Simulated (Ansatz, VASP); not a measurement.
## One calculation of PbS, two programs

File POSCAR:

```
PbS
1.0
    0.0000000000      3.0462441898      3.0462441898
    3.0462441898      0.0000000000      3.0462441898
    3.0462441898      3.0462441898      0.0000000000
Pb S
1 1
Direct
    0.0000000000      0.0000000000      0.0000000000
    0.5000000000      0.5000000000      0.5000000000
```

File INCAR.step1:

```
PREC     = Accurate       # precision mode
ENCUT    = 550            # plane-wave cutoff, eV
ISMEAR   = 0              # smearing method
SIGMA    = 0.02           # smearing width, eV
LREAL    = False          # projectors in reciprocal space
LASPH    = True           # aspherical terms in the spheres
NELM     = 120            # most SCF steps
NBANDS   = 17             # bands
GGA      = PE             # functional
ALGO     = Normal         # electronic algorithm
EDIFF    = 1E-5           # SCF threshold, eV
LWAVE    = True           # write WAVECAR
LCHARG   = False          # write CHGCAR
GGA_COMPAT= False
```

INCAR.step2

```
PREC     = Accurate       # precision mode
ENCUT    = 550            # plane-wave cutoff, eV
EDIFF    = 1E-6           # SCF threshold, eV
ISMEAR   = 0              # smearing method
SIGMA    = 0.02           # smearing width, eV
LREAL    = False          # projectors in reciprocal space
LASPH    = True           # aspherical terms in the spheres
NELM     = 120            # most SCF steps
ALGO     = Normal         # electronic algorithm
ISIF     = 2              # what is computed and relaxed
LWAVE    = False          # write WAVECAR
LCHARG   = False          # write CHGCAR
METAGGA  = R2SCAN         # meta-GGA
LMIXTAU  = True         
NBANDS   = 17             # bands
ISTART   = 1            
GGA_COMPAT= False
```

The input KPOINTS:

```
regular mesh
0
Gamma
  8 8 8
```

Input for Ansatz:

```yaml
crystal:
  lattice:
    - [0.0, 3.0462441898, 3.0462441898]
    - [3.0462441898, 0.0, 3.0462441898]
    - [3.0462441898, 3.0462441898, 0.0]
  atoms:
    - { symbol: Pb, position: [0.0, 0.0, 0.0] }
    - { symbol: S, position: [0.5, 0.5, 0.5] }
basis:
  ecutwfc: 500
kpoints:
  mp_grid: { grid: [8, 8, 8] }
hamiltonian:
  xc: r2scan
scf:
  occupations: { method: gaussian, width: 0.02 }
output:
  forces: true
  stress: true
  eigenvalues: true
```

Alike in both runs: task single point; functional r2SCAN; k mesh 8 × 8 × 8; occupations gaussian, width 0.02 eV; no spin polarisation.

|  | VASP | Ansatz |
| --- | --- | --- |
| version | VASP 6.6.1 | Ansatz 0.2.0 |
| potentials or method | VASP PAW PBE potentials, release 64 (Pb_d, S), cutoff 550 eV | scalar-relativistic, plane waves, PAW |
| valence electrons in the cell | 20 | 20 |

|  | VASP | Ansatz | Ansatz less VASP |
| --- | --- | --- | --- |
| gap on the k mesh at the Fermi level (eV) | 0.90 | 0.89 | -0.009 |
| least direct gap on the mesh (eV) | 0.90 | 0.89 | -0.009 |
| pressure (GPa) | -3.0 | -3.0 | +0.01 |

VASP's potentials were made for PBE, not for r2SCAN. With one functional, cell and mesh, what is left measures potentials, basis and numerics.

Neither program's run includes spin-orbit coupling.
